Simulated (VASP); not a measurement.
# Be2S3 (Pmm2) in VASP: a series of runs

The runs below take Be2S3 through single point, relaxation of cell and atoms, with PBE.

Everything below comes from runs of VASP 6.6.1. Logs are shortened: lines on timing, memory, paths and dates and some standing lists are left out, and cuts for length are marked.

## 1. The cell of the first run

Symmetry: Pmm2, No. 25, orthorhombic system. The conventional cell has a = 3.394 Å, b = 5.022 Å, c = 6.109 Å, α = 90.00°, β = 90.00°, γ = 90.00°. Within 2.6 Å of Be (site symmetry mm2) lie 4 S at 1.99 to 2.23 Å. Within 2.8 Å of Be (site symmetry mm2) lie 4 S at 2.12 Å. Within 2.8 Å of S (site symmetry m) lie 3 Be at 2.12 to 2.23 Å and 2 S at 2.48 to 2.54 Å. Within 2.6 Å of S (site symmetry mm2) lie 2 Be at 1.99 Å.

The cell was generated, and may not be a known phase.

## 2. Single point, PBE

INCAR reads:

```
SYSTEM = Be2S3
PREC = Accurate
ENCUT = 520
EDIFF = 1E-6
ISMEAR = 0
SIGMA = 0.1
LREAL = .False.
LASPH = .True.
NELM = 100
ALGO = Normal
ISIF = 2
LWAVE = .False.
LCHARG = .True.
GGA = PE
LELF = .True.
LVHAR = .True.
NBANDS = 19
```

KPOINTS reads:

```
regular mesh
0
Gamma
  12 8 6
  0 0 0
```

POSCAR reads:

```
Be2S3
1.0
    3.3944188081      0.0000000000      0.0000000000
    0.0000000000      5.0221154819      0.0000000000
    0.0000000000      0.0000000000      6.1085012371
Be S
2 3
Direct
    0.0000000000      0.0000000000      0.9892508731
    0.5000000000      0.5000000000      0.6687111843
    0.0000000000      0.2467794732      0.6865382589
    0.0000000000      0.7532205268      0.6865382589
    0.5000000000      0.0000000000      0.1605130113
```

Potentials or basis: VASP PAW PBE potentials, release 64 (Be, S).

Started as:

```bash
cat potpaw_PBE.64/Be/POTCAR potpaw_PBE.64/S/POTCAR > POTCAR
mpirun -np 1 vasp_std > vasp.out
```

OUTCAR:

```text
SYSTEM = Be2S3
   PREC = Accurate
   ENCUT = 520
   EDIFF = 1E-6
   ISMEAR = 0
   LREAL = .False.
   LASPH = .True.
   NELM = 100
   ISIF = 2
   GGA = PE

 ion  position               nearest neighbor table
   1  0.000  0.000  0.989-   5 1.99   5 1.99   3 2.23   4 2.23
   2  0.500  0.500  0.669-   3 2.12   4 2.12   3 2.12   4 2.12
   3  0.000  0.247  0.687-   2 2.12   2 2.12   1 2.23   4 2.48   4 2.54
   4  0.000  0.753  0.687-   2 2.12   2 2.12   1 2.23   3 2.48   3 2.54
   5  0.500  0.000  0.161-   1 1.99   1 1.99

  LATTYP: Found a simple orthorhombic cell.
 ALAT       =     3.3944188081
 B/A-ratio  =     1.4795214633
 C/A-ratio  =     1.7995720571

  Lattice vectors:

 A1 = (   3.3944188081,   0.0000000000,   0.0000000000)
 A2 = (   0.0000000000,   5.0221154819,   0.0000000000)
 A3 = (   0.0000000000,   0.0000000000,   6.1085012371)

Analysis of symmetry for initial positions (statically):
=====================================================================
 Subroutine PRICEL returns:
 Original cell was already a primitive cell.

 Routine SETGRP: Setting up the symmetry group for a
 simple orthorhombic supercell.

 Subroutine GETGRP returns: Found  4 space group operations
 (whereof  4 operations were pure point group operations)
 out of a pool of  8 trial point group operations.

The static configuration has the point symmetry C_2v.

Analysis of symmetry for dynamics (positions and initial velocities):
=====================================================================
 Subroutine PRICEL returns:
 Original cell was already a primitive cell.

 Routine SETGRP: Setting up the symmetry group for a
 simple orthorhombic supercell.

 Subroutine GETGRP returns: Found  4 space group operations
 (whereof  4 operations were pure point group operations)
 out of a pool of  8 trial point group operations.

The dynamic configuration has the point symmetry C_2v.

 Subroutine INISYM returns: Found  4 space group operations
 (whereof  4 operations are pure point group operations),
 and found     1 'primitive' translations

----------------------------------------------------------------------------------------

                                     Primitive cell

  volume of cell :     104.1326

  direct lattice vectors                    reciprocal lattice vectors
     3.394418808  0.000000000  0.000000000     0.294601243  0.000000000  0.000000000
     0.000000000  5.022115482  0.000000000     0.000000000  0.199119276  0.000000000
     0.000000000  0.000000000  6.108501237     0.000000000  0.000000000  0.163706278

  length of vectors
     3.394418808  5.022115482  6.108501237     0.294601243  0.199119276  0.163706278

  position of ions in fractional coordinates (direct lattice)
     0.000000000  0.000000000  0.989250873
     0.500000000  0.500000000  0.668711184
     0.000000000  0.246779473  0.686538259
     0.000000000  0.753220527  0.686538259
     0.500000000  0.000000000  0.160513011

  ion indices of the primitive-cell ions
   primitive index   ion index
                 1           1
                 2           2
                 3           3
                 4           4
                 5           5

----------------------------------------------------------------------------------------

 KPOINTS: regular mesh

Automatic generation of k-mesh.
 Grid dimensions read from file:
 generate k-points for:   12    8    6

 Generating k-lattice:

  Cartesian coordinates                     Fractional coordinates (reciprocal lattice)
     0.024550104  0.000000000  0.000000000     0.083333333  0.000000000  0.000000000
     0.000000000  0.024889910  0.000000000     0.000000000  0.125000000  0.000000000
     0.000000000  0.000000000  0.027284380     0.000000000  0.000000000  0.166666667

  Length of vectors
     0.024550104  0.024889910  0.027284380

  Shift w.r.t. Gamma in fractional coordinates (k-lattice)
     0.000000000  0.000000000  0.000000000

 Subroutine IBZKPT returns following result:
 ===========================================

 Found    140 irreducible k-points:

 Following reciprocal coordinates:
            Coordinates               Weight
  0.000000  0.000000  0.000000      1.000000
  0.083333  0.000000  0.000000      2.000000
  0.166667  0.000000  0.000000      2.000000
  0.250000  0.000000  0.000000      2.000000
  0.333333  0.000000  0.000000      2.000000
  0.416667  0.000000  0.000000      2.000000
[... 16 lines left out ...]
  0.083333  0.375000  0.000000      4.000000
  0.166667  0.375000  0.000000      4.000000
 [... further k-points ...]
   k-points           NKPTS =    140   k-points in BZ     NKDIM =    140   number of bands    NBANDS=     19
   number of dos      NEDOS =    301   number of ions     NIONS =      5
   total plane-waves  NPLWV =  53760
   dimension x,y,z NGX =    28 NGY =   40 NGZ =   48
   dimension x,y,z NGXF=    56 NGYF=   80 NGZF=   96
   ions per type =               2   3
[... 29 lines left out ...]
   IALGO  =     38    algorithm
   IMIX   =      4    mixing-type and parameters
     AMIX     =   0.40;   BMIX     =  1.00
     AMIX_MAG =   1.60;   BMIX_MAG =  1.00
  volume/ion in A,a.u.               =      20.83       140.54
  Fermi-wavevector in a.u.,A,eV,Ry     =   0.975035  1.842549 12.934962  0.950693
  Thomas-Fermi vector in A             =   2.105542
   LORBIT       =      0    0 simple, 1 ext, 2 COOP (PROOUT), +10 PAW based schemes
   GGA     = PE    functional components
   LHFCALC =     F    Hartree Fock is set to
   AEXX    =    0.0000 exact exchange contribution
   IVDW    =     0    specifies the selected vdW correction
   LEPSILON=     F    determine dielectric tensor
   LRPA    =     F    only Hartree local field effects (RPA)
 non-spin polarized calculation
 Gauss-broadening in eV      SIGMA  =   0.10
  energy-cutoff  :      520.00
  volume of cell :      104.13
 maximum number of plane-waves:      2852
 NGX is ok and might be reduce to    28
   NGX = 13   NGY = 19   NGZ = 23

 number of electron      21.9999998 magnetization

 Free energy of the ion-electron system (eV)
  ---------------------------------------------------
  ext. energy  EPLUGINS =         0.00000000
  ---------------------------------------------------
  free energy    TOTEN  =       -21.30695397 eV

  energy without entropy =      -21.28553882  energy(sigma->0) =      -21.29624640

 E-fermi :   1.6253     XC(G=0):  -8.1220

 val. band max:        1.6164457567   @ k =   0.3333   0.3750   0.0000
 cond. band min:       1.6254857015   @ k =   0.0000   0.2500   0.0000
 fundamental gap:      0.0090399448
 Fermi energy:         1.6253299137

 k-point     1 :       0.0000    0.0000    0.0000
  band No.  band energies     occupation
      1     -12.9982      2.00000
      2      -9.5832      2.00000
      3      -9.4673      2.00000
      4      -5.3405      2.00000
      5      -2.8857      2.00000
      6      -1.6171      2.00000
[... 11 lines left out ...]
     18       8.6407      0.00000
     19      10.0595      0.00000

 k-point     2 :       0.0833    0.0000    0.0000
  band No.  band energies     occupation
      1     -12.9655      2.00000
      2      -9.5495      2.00000
      3      -9.4228      2.00000
      4      -5.3238      2.00000
      5      -2.8297      2.00000
      6      -1.8870      2.00000
[... 11 lines left out ...]
     18       8.9592      0.00000
     19      10.0333      0.00000

 k-point     3 :       0.1667    0.0000    0.0000
  band No.  band energies     occupation
      1     -12.8731      2.00000
      2      -9.4549      2.00000
      3      -9.2961      2.00000
      4      -5.2781      2.00000
      5      -2.6680      2.00000
      6      -2.5225      2.00000
[... 11 lines left out ...]
     18       9.3651      0.00000
     19       9.8897      0.00000

 k-point     4 :       0.2500    0.0000    0.0000
  band No.  band energies     occupation
      1     -12.7395      2.00000
      2      -9.3189      2.00000
      3      -9.1087      2.00000
      4      -5.2162      2.00000
      5      -3.2436      2.00000
      6      -2.4192      2.00000
[... 407 lines left out ...]
     18       9.0805      0.00000
     19       9.6437      0.00000

 k-point    23 :       0.0833    0.3750    0.0000
  band No.  band energies     occupation
      1     -12.2819      2.00000
      2     -11.1137      2.00000
      3      -9.4716      2.00000
      4      -2.8272      2.00000
      5      -1.8316      2.00000
      6      -1.4744      2.00000
[... 11 lines left out ...]
     18       9.0878      0.00000
     19       9.5053      0.00000

 k-point    24 :       0.1667    0.3750    0.0000
  band No.  band energies     occupation
      1     -12.1876      2.00000
      2     -11.0056      2.00000
      3      -9.3831      2.00000
      4      -2.7239      2.00000
      5      -2.0912      2.00000
      6      -1.7346      2.00000
[... 11 lines left out ...]
     18       9.2811      0.00000
     19       9.5206      0.00000

 [... further k-points ...]
[... 5 lines left out ...]
  --------------------------------------------------------------------------------------
  -------------------------------------------------------------------------------------
  Total       -0.0020185     -0.0604253     -0.0095028      0.0000000      0.0000000      0.0000000
  in kB       -0.0310563     -0.9297000     -0.1462090      0.0000000      0.0000000      0.0000000
  external PRESSURE =      -0.3689885 kB  Pullay stress =       0.0000000 kB

 VOLUME and BASIS-vectors are now :
 -----------------------------------------------------------------------------
  energy-cutoff  :      520.00
  volume of cell :      104.13
      direct lattice vectors                 reciprocal lattice vectors
     3.394418808  0.000000000  0.000000000     0.294601243  0.000000000  0.000000000
     0.000000000  5.022115482  0.000000000     0.000000000  0.199119276  0.000000000
     0.000000000  0.000000000  6.108501237     0.000000000  0.000000000  0.163706278

 POSITION                                       TOTAL-FORCE (eV/Angst)
 -----------------------------------------------------------------------------------
      0.00000      0.00000      6.04284         0.000000      0.000000     -0.000841
      1.69721      2.51106      4.08482         0.000000      0.000000      0.004365
      0.00000      1.23936      4.19372         0.000000      0.010000     -0.004903
      0.00000      3.78276      4.19372         0.000000     -0.010000     -0.004903
      1.69721      0.00000      0.98049         0.000000      0.000000      0.006282
 -----------------------------------------------------------------------------------
    total drift:                               -0.000000      0.000000      0.000238

  FREE ENERGIE OF THE ION-ELECTRON SYSTEM (eV)
  ---------------------------------------------------
  free  energy   TOTEN  =       -21.3069539748 eV

  energy  without entropy=      -21.2855388223  energy(sigma->0) =      -21.29624640
```

Run time: 1.8 min. Hardware: 1 thread of Intel Xeon 6975P-C (Granite Rapids), shared host; peak memory 0.36 GiB.

What came out:

* Free energy: -21.3070 eV
* Pressure: 0.0 GPa
* Largest force: 0.011 eV/Å
* Band gap on the k mesh: zero (bands 11 and 12 overlap by 0.81 eV)

Forces in eV/Å, atoms in the order of the input:
```
Be   0.000  0.000 -0.001
Be   0.000  0.000  0.004
S    0.000  0.010 -0.005
S    0.000 -0.010 -0.005
S    0.000  0.000  0.006
```

Caveat: this functional lacks dispersion, which binds layers or chains, so the pressure and a relaxed spacing across them are unreliable.

## 3. Relaxation of cell and atoms, PBE

This run uses another cell than the first one, of 20.24 Å³/atom.

INCAR reads:

```
SYSTEM = Be2S3
ALGO = Normal ; EDIFF = 1E-7
EDIFFG = -0.04 ; ENCUT = 600
GGA = PE ; IBRION = 2
ISIF = 3 ; ISMEAR = 0
LASPH = .TRUE. ; LCHARG = .FALSE.
LREAL = .FALSE. ; LWAVE = .FALSE.
NELM = 80 ; NSW = 90
PREC = Accurate ; SIGMA = 0.1
```

KPOINTS reads:

```
k-points
0
G
  6 4 4
  0 0 0
```

POSCAR reads:

```
Be2S3
1.0
    3.4120751007      0.0000000000      0.0000000000
    0.0000000000      4.9036117050      0.0000000000
    0.0000000000      0.0000000000      6.0488911177
Be S
2 3
Direct
    0.0000000000      0.0000000000      0.9983766376
    0.5000000000      0.5000000000      0.6576137714
    0.0000000000      0.2435861253      0.6842169592
    0.0000000000      0.7564138747      0.6842169592
    0.5000000000      0.0000000000      0.1671272590
```

Potentials or basis: VASP PAW PBE potentials, release 64 (Be, S).

Started as:

```bash
cat potpaw_PBE.64/Be/POTCAR potpaw_PBE.64/S/POTCAR > POTCAR
mpirun -np 1 vasp_std > vasp.out
```

It took 27 s on 1 thread of Intel Xeon 6975P-C (Granite Rapids), shared host; peak memory 0.23 GiB.

Results (log left out):

* Free energy: -21.4888 eV
* Pressure after relaxing: 0.0 GPa
* Largest force after relaxing: 0.018 eV/Å
* Band gap on the k mesh: zero (bands 11 and 12 overlap by 0.88 eV)

Forces in eV/Å, atoms in the order of the input:
```
Be   0.000  0.000 -0.009
Be   0.000  0.000  0.012
S    0.000  0.018 -0.003
S    0.000 -0.018 -0.003
S    0.000  0.000  0.003
```

Stress tensor (GPa, compression positive):
```
-0.27  0.00  0.00
 0.00  0.06  0.00
 0.00  0.00  0.23
```

Final structure:
```yaml
crystal:
  lattice:
    - [3.41208, 0.00000, 0.00000]
    - [0.00000, 4.90361, 0.00000]
    - [0.00000, 0.00000, 6.04889]
  atoms:
    - { symbol: Be, position: [0.00000, 0.00000, 0.99838] }
    - { symbol: Be, position: [0.50000, 0.50000, 0.65761] }
    - { symbol: S, position: [0.00000, 0.24359, 0.68422] }
    - { symbol: S, position: [0.00000, 0.75641, 0.68422] }
    - { symbol: S, position: [0.50000, 0.00000, 0.16713] }
```

Levels at points of the mesh, in eV from the Fermi level:
| k point | band 7 | band 8 | band 9 | band 10 | band 11 | band 12 | band 13 | band 14 | band 15 |
| --- | --- | --- | --- | --- | --- | --- | --- | --- | --- |
| (0.00, 0.00, 0.00) | -1.66 | -0.94 | -0.49 | -0.37 | 0.08 | 3.18 | 3.57 | 3.68 | 4.82 |
| (0.50, 0.00, 0.00) | -3.65 | -3.36 | -1.44 | -0.74 | 0.14 | 3.15 | 3.40 | 4.49 | 5.27 |
| (0.00, 0.50, 0.00) | -2.56 | -1.79 | -1.70 | -1.27 | -0.58 | 0.15 | 4.36 | 4.92 | 5.66 |
| (0.50, 0.50, 0.00) | -2.88 | -2.59 | -1.67 | -1.35 | -1.26 | -0.19 | 2.86 | 4.30 | 6.43 |
| (0.00, 0.00, 0.50) | -2.12 | -1.31 | -0.99 | 0.08 | 0.27 | 3.14 | 3.67 | 3.88 | 5.55 |
| (0.50, 0.00, 0.50) | -3.62 | -2.64 | -0.98 | -0.82 | 0.02 | 2.54 | 3.50 | 4.54 | 4.95 |
| (0.00, 0.50, 0.50) | -2.36 | -1.72 | -1.58 | -1.11 | -0.75 | -0.57 | 3.98 | 5.06 | 5.28 |
| (0.50, 0.50, 0.50) | -2.66 | -2.40 | -1.52 | -1.37 | -0.73 | -0.47 | 3.48 | 5.20 | 5.91 |

Caveat: the relaxation stopped at its first step, so nothing moved; this functional lacks dispersion, which binds layers or chains, so the pressure and a relaxed spacing across them are unreliable.

## 4. Relaxation of cell and atoms, PBE

This run uses another cell than the first one, of 20.24 Å³/atom.

INCAR reads:

```
ALGO = Normal
EDIFF = 1E-7
EDIFFG = -0.01
ENCUT = 600
GGA = PE
IBRION = 2
ISIF = 3
ISMEAR = 0
LASPH = T
LCHARG = F
LREAL = F
LWAVE = F
NELM = 80
NSW = 100
PREC = Accurate
SIGMA = 0.1
```

KPOINTS reads:

```
k-points
0
Gamma
  12 8 6
```

POSCAR is that of step 3.

Started as:

```bash
cat potpaw_PBE.64/Be/POTCAR potpaw_PBE.64/S/POTCAR > POTCAR
mpirun -np 1 vasp_std > vasp.out
```

Run time: 15 min. Hardware: 1 thread of Intel Xeon 6975P-C (Granite Rapids), shared host; peak memory 0.39 GiB.

It converged, with:

```
Free energy                           : -21.3072 eV
Relaxed volume                        : 20.56 Å³/atom
Relaxed cell                          : a = 3.398 Å, b = 5.020 Å, c = 6.028 Å, α = 90.00°, β = 90.00°, γ = 90.00°
Space group after relaxing (to 0.1 Å) : Pmm2 (No. 25)
Energy gained by relaxing             : 1.4 meV/atom
Ionic steps                           : 19
Pressure after relaxing               : 0.0 GPa
Largest force after relaxing          : 0.010 eV/Å
Band gap on the k mesh                : zero (bands 11 and 12 overlap by 0.83 eV)
```

Forces in eV/Å, atoms in the order of the input:
```
Be   0.000  0.000  0.001
Be   0.000  0.000  0.000
S    0.000  0.003  0.005
S    0.000 -0.003  0.005
S    0.000  0.000 -0.010
```

Step by step:
| step | energy change (eV) | largest force (eV/Å) | pressure (GPa) | volume (Å³) |
| --- | --- | --- | --- | --- |
| 1 | 0.0000 | 0.0560 | 0.24 | 101.21 |
| 2 | -0.0020 | 0.0565 | 0.05 | 101.65 |
| 3 | -0.0034 | 0.0672 | -0.37 | 102.66 |
| 4 | -0.0044 | 0.0640 | -0.19 | 102.54 |
| 5 | -0.0045 | 0.0688 | -0.09 | 102.48 |
| 6 | -0.0051 | 0.0420 | -0.04 | 102.33 |
| 7 | -0.0055 | 0.0371 | 0.07 | 102.06 |
| 8 | -0.0057 | 0.0366 | 0.03 | 102.15 |
| 9 | -0.0059 | 0.0349 | -0.08 | 102.40 |
| 10 | -0.0060 | 0.0325 | -0.06 | 102.40 |
| 11 | -0.0062 | 0.0349 | 0.00 | 102.40 |
| 12 | -0.0063 | 0.0668 | 0.11 | 102.41 |
| 13 | -0.0063 | 0.0547 | 0.07 | 102.41 |
| 14 | -0.0065 | 0.0443 | 0.05 | 102.48 |
| 15 | -0.0068 | 0.0289 | 0.00 | 102.71 |
| 16 | -0.0068 | 0.0316 | -0.02 | 102.76 |
| 17 | -0.0069 | 0.0147 | 0.00 | 102.78 |
| 18 | -0.0069 | 0.0119 | 0.01 | 102.79 |
| 19 | -0.0069 | 0.0097 | 0.02 | 102.82 |

Final structure:
```
CELL_PARAMETERS angstrom
3.39833 0.00000 0.00000
0.00000 5.01958 0.00000
0.00000 0.00000 6.02757
ATOMIC_POSITIONS crystal
Be 0.00000 0.00000 0.99134
Be 0.50000 0.50000 0.66634
S 0.00000 0.24714 0.68479
S 0.00000 0.75286 0.68479
S 0.50000 0.00000 0.16429
```

Levels at points of the mesh, in eV from the Fermi level:
```
           k point  band 9  band 10  band 11  band 12  band 13  band 14
(0.00, 0.00, 0.00)   -0.47    -0.36     0.18     3.22     3.49     3.80
(0.50, 0.00, 0.00)   -1.39    -0.75     0.11     3.32     3.53     4.03
(0.00, 0.50, 0.00)   -1.47    -1.23    -0.37     0.21     4.57     5.15
(0.50, 0.50, 0.00)   -1.50    -1.45    -1.22    -0.16     3.02     4.48
(0.00, 0.00, 0.50)   -0.88     0.18     0.28     3.20     3.31     4.17
(0.50, 0.00, 0.50)   -0.97    -0.83    -0.01     2.73     3.72     4.06
(0.00, 0.50, 0.50)   -1.35    -1.03    -0.55    -0.51     4.21     5.20
(0.50, 0.50, 0.50)   -1.53    -1.28    -0.72    -0.43     3.58     5.39
```

Caveat: this functional lacks dispersion, which binds layers or chains, so the pressure and a relaxed spacing across them are unreliable.

## 5. The runs side by side

| task | cell | k mesh | cutoff (eV) | gap on the mesh (eV) | pressure (GPa) | largest force (eV/Å) |
| --- | --- | --- | --- | --- | --- | --- |
| single point | a = 3.394, b = 5.022, c = 6.109 Å, 5 atoms, atomic positions A | 12 × 8 × 6 | 520 | none | 0.0 | 0.01 |
| relaxation of cell and atoms | relaxed from a = 3.412, b = 4.904, c = 6.049 Å, 5 atoms, atomic positions B | 6 × 4 × 4 | 600 | none | 0.0 | 0.02 |
| relaxation of cell and atoms | relaxed from a = 3.412, b = 4.904, c = 6.049 Å, 5 atoms, atomic positions B | 12 × 8 × 6 | 600 | none | 0.0 | 0.01 |

Alike in all rows: level PBE; potentials or basis VASP PAW PBE potentials, release 64 (Be, S); no spin polarisation; smearing gaussian 0.1 eV.

Caveats: this functional lacks dispersion, which binds layers or chains, so the pressure and a relaxed spacing across them are unreliable; the relaxation stopped at its first step, so nothing moved (at least some runs).

Absolute energies hang on the potentials; compare differences alone.

The gap in the log of VASP goes by the Fermi energy; the results here count the filled bands.